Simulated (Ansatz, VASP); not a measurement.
# One calculation of MnS, two programs

```
Mn S
1.0
     0.00000    2.54618    2.54618
     2.54618    0.00000    2.54618
     2.54618    2.54618    0.00000
Mn S
1 1
Direct
  0.00000 0.00000 0.00000
  0.50000 0.50000 0.50000
```

Alike in both runs: task single point; functional PBE; k mesh 12 × 12 × 12; occupations gaussian, width 0.05 eV; collinear spin.

|  | VASP | Ansatz |
| --- | --- | --- |
| version | VASP 6.6.1 | Ansatz 0.2.0 |
| potentials or method | VASP PAW PBE potentials, release 64 (Mn_pv, S), cutoff 520 eV | scalar-relativistic, plane waves, PAW |
| valence electrons in the cell | 19 | 21 |

|  | VASP | Ansatz | Ansatz less VASP |
| --- | --- | --- | --- |
| gap on the k mesh at the Fermi level (eV) | none | none | - |
| pressure (GPa) | -0.2 | -0.2 | -0.04 |
| net moment per atom (μB) | 2.23 | 2.23 | -0.001 |
| size of the moment on the site where the two differ most (μB) | 4.08 | 4.00 | -0.078 |

Site moments also hang on the region over which each program counts them. A gap of «none» marks a metal or a gap that the smearing closes. VASP's potentials hold 19 valence electrons a cell and Ansatz's 21, so a difference there can come from the potentials and not from the codes.
